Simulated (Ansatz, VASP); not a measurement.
**Nb in VASP and in Ansatz**

```
Nb
1.0
     0.00000    2.13615    2.11500
     2.13615    0.00000    2.11500
     2.13615    2.13615    0.00000
Nb
1
Direct
  0.00000 0.00000 0.00000
```

Change from the starting cell: equal xx and yy strain of +1 %.

Alike in both runs: task single point; functional LDA; k mesh 13 × 13 × 13; occupations fermi-dirac, width 0.03 eV; no spin polarisation.

```csv
,VASP,Ansatz
version,VASP 6.6.1,Ansatz 0.2.0
potentials or method,"VASP PAW LDA potentials, release 64 (Nb_sv), cutoff 520 eV","all-electron LAPW, scalar-relativistic"
```

Ansatz gave:

| Item | Value |
| --- | --- |
| pressure (GPa) | -13.1 |
| traceless stress, the component that is largest in VASP (GPa) | -1.75 |

Problem. Which values does VASP return?

Solution. Pressure (GPa): -13.2; traceless stress, the component that is largest in VASP (GPa): -1.76.

LDA's correlation is that of Perdew and Zunger in VASP and of Perdew and Wang (1992) in Ansatz. Ansatz ran all-electron here, and VASP with PAW potentials.
